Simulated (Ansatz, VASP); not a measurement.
## W: VASP beside Ansatz

```
CELL_PARAMETERS angstrom
2.77666 0.00000 0.00000
-1.38833 2.40466 0.00000
0.00000 0.00000 4.95089
ATOMIC_POSITIONS crystal
W 0.33333 0.66667 0.25000
W 0.66667 0.33333 0.75000
```

Alike in both runs: functional PBE; k mesh 18 × 18 × 8; occupations gaussian, width 0.1 eV; no spin polarisation.

Ansatz relaxed the structure, and its values are those at the end. VASP's run is a single point on that final structure, the one shown.

|  | VASP | Ansatz |
| --- | --- | --- |
| version | VASP 6.6.1 | Ansatz 0.2.0 |
| potentials or method | VASP PAW PBE potentials, release 64 (W_sv), cutoff 520 eV | scalar-relativistic, plane waves, PAW |
| valence electrons in the cell | 28 | 28 |

VASP gave:

* gap on the k mesh at the Fermi level (eV): none
* pressure (GPa): 0.5

Problem. What did Ansatz give for the same quantities?

Solution. gap on the k mesh at the Fermi level (eV): none; pressure (GPa): 0.0.

A gap of «none» marks a metal or a gap that the smearing closes. With one functional, cell and mesh, what is left measures potentials, basis and numerics.

Neither program's run includes spin-orbit coupling.
